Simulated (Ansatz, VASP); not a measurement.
# Al6N: VASP beside Ansatz

Contents of INCAR:

```
SYSTEM = Al6N
  PREC = Accurate
  ENCUT = 520
  EDIFF = 1E-6
  ISMEAR = 0
  SIGMA = 0.1
  LREAL = .FALSE.
  LASPH = .TRUE.
  NELM = 60
  ALGO = Normal
  ISIF = 2
  LWAVE = .FALSE.
  LCHARG = .FALSE.
  LDIPOL = .TRUE.
  IDIPOL = 3
  DIPOL = 0.5 0.5 0.307
  GGA = PE
  NBANDS = 36
```

KPOINTS

```
Automatic mesh
0
G
  5 5 1
  0 0 0
```

The input POSCAR:

```
Al6N
1.0
    5.7143028096      0.0000000000      0.0000000000
    0.0000000000      5.7143028096      0.0000000000
    0.0000000000      0.0000000000     22.1750227687
Al N
12 2
Direct
    0.2500000000      0.2500000000      0.1803831293
    0.2500000000      0.7500000000      0.1803831293
    0.7500000000      0.2500000000      0.1803831293
    0.7500000000      0.7500000000      0.1803831293
    0.0000000000      0.0000000000      0.2744094920
    0.0000000000      0.5000000000      0.2744094920
    0.5000000000      0.0000000000      0.2744094920
    0.5000000000      0.5000000000      0.2744094920
    0.2500000000      0.2500000000      0.3686590473
    0.2500000000      0.7500000000      0.3686590473
    0.7500000000      0.2500000000      0.3686590473
    0.7500000000      0.7500000000      0.3686590473
    0.3889628322      0.5000000000      0.5039463943
    0.6110371678      0.5000000000      0.5039463943
```

Input for Ansatz:

```yaml
crystal:
  lattice:
    - [5.7143028096, 0.0, 0.0]
    - [0.0, 5.7143028096, 0.0]
    - [0.0, 0.0, 22.1750227687]
  atoms:
    - { symbol: Al, position: [0.25, 0.25, 0.1803831293] }
    - { symbol: Al, position: [0.25, 0.75, 0.1803831293] }
    - { symbol: Al, position: [0.75, 0.25, 0.1803831293] }
    - { symbol: Al, position: [0.75, 0.75, 0.1803831293] }
    - { symbol: Al, position: [0.0, 0.0, 0.274409492] }
    - { symbol: Al, position: [0.0, 0.5, 0.274409492] }
    - { symbol: Al, position: [0.5, 0.0, 0.274409492] }
    - { symbol: Al, position: [0.5, 0.5, 0.274409492] }
    - { symbol: Al, position: [0.25, 0.25, 0.3686590473] }
    - { symbol: Al, position: [0.25, 0.75, 0.3686590473] }
    - { symbol: Al, position: [0.75, 0.25, 0.3686590473] }
    - { symbol: Al, position: [0.75, 0.75, 0.3686590473] }
    - { symbol: "N", position: [0.3889628322, 0.5, 0.5039463943] }
    - { symbol: "N", position: [0.6110371678, 0.5, 0.5039463943] }
basis:
  ecutwfc: 420
kpoints:
  mp_grid: { grid: [5, 5, 1] }
hamiltonian:
  xc: pbe
scf:
  occupations: { method: gaussian, width: 0.1 }
output:
  forces: true
  eigenvalues: true
efield:
  axis: 3
  dipole_correction: true
  ramp_width: 0.04
```

Alike in both runs: task single point; functional PBE; k mesh 5 × 5 × 1; occupations gaussian, width 0.1 eV; no spin polarisation.

|  | VASP | Ansatz |
| --- | --- | --- |
| version | VASP 6.6.1 | Ansatz 0.2.0 |
| potentials or method | VASP PAW PBE potentials, release 64 (Al, N), cutoff 520 eV | scalar-relativistic, plane waves, PAW |
| valence electrons in the cell | 46 | 46 |

|  | VASP | Ansatz | Ansatz less VASP |
| --- | --- | --- | --- |
| gap on the k mesh at the Fermi level (eV) | none | none | - |
| rms of the force components (eV/Å) | 2.649 | 2.692 | +0.0435 |

Atom by atom the forces differ by 0.044 eV/Å (rms over components). A gap of «none» marks a metal or a gap that the smearing closes.
